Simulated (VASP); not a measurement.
Crystal: CdS.

```
CELL_PARAMETERS angstrom
0.00000 2.91225 2.91225
2.91225 0.00000 2.91225
2.91225 2.91225 0.00000
ATOMIC_POSITIONS crystal
Cd 0.00000 0.00000 0.00000
S 0.25000 0.25000 0.25000
```

Base run:

* Program: VASP 6.6.1
* Functional: PBEsol
* Potentials or basis: VASP PAW PBE potentials, release 64 (Cd, S)
* Cutoff: 500 eV
* k mesh: 7 × 7 × 7
* Occupations: fermi-dirac, width 0.05 eV
* Spin: no spin polarisation

Its results: band gap on the k mesh 1.02 eV; pressure 0.4 GPa.

Task: The run is repeated on the same cell with these changes: functional from PBEsol to r2SCAN; cutoff from 500 eV to 550 eV. What comes out?

Result: Band gap on the k mesh 1.60 eV; pressure 2.1 GPa.

Caveats: the PAW data sets were made with another functional, which shifts forces and pressure a little.

